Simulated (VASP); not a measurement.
A run of VASP 6.6.1:

Contents of POSCAR:

```
MgO
1.0
    0.0000000000      2.2820056601      2.2820056601
    2.2820056601      0.0000000000      2.2820056601
    2.2820056601      2.2820056601      0.0000000000
Mg O
1 1
Direct
    0.0000000000      0.0000000000      0.0000000000
    0.2500000000      0.2500000000      0.2500000000
```

Contents of INCAR.step1:

```
SYSTEM = MgO
ALGO = Normal ; EDIFF = 1E-4
ENCUT = 520 ; GGA = PE
ISMEAR = 0 ; LASPH = .True.
LCHARG = .False. ; LREAL = .False.
LWAVE = .True. ; NBANDS = 11
NELM = 80 ; PREC = Accurate
SIGMA = 0.01
```

Contents of INCAR.step2:

```
SYSTEM = MgO
ALGO = Normal ; EDIFF = 1E-6
ENCUT = 520 ; ISIF = 2
ISMEAR = 0 ; ISTART = 1
LASPH = .True. ; LCHARG = .False.
LMIXTAU = .True. ; LREAL = .False.
LWAVE = .False. ; METAGGA = R2SCAN
NBANDS = 11 ; NELM = 80
PREC = Accurate ; SIGMA = 0.01
```

Contents of KPOINTS:

```
k-points
0
Gamma
  6 6 6
  0 0 0
```

Potentials or basis: VASP PAW PBE potentials, release 64 (Mg, O).

Launch:

```bash
$ cat potpaw_PBE.64/Mg/POTCAR potpaw_PBE.64/O/POTCAR > POTCAR
$ cp INCAR.step1 INCAR
$ mpirun -np 1 vasp_std > vasp.out
$ cp INCAR.step2 INCAR
$ mpirun -np 1 vasp_std > vasp.out
```

Hardware: 1 thread of Intel(R) Xeon(R) Platinum 8488C (Sapphire Rapids), on a shared host.

Question: Estimate the wall time of this run.

Answer: Run time: 20 s on 1 thread of Intel(R) Xeon(R) Platinum 8488C (Sapphire Rapids), with other jobs on the host, peak memory 0.14 GiB. Counts: k points 16.
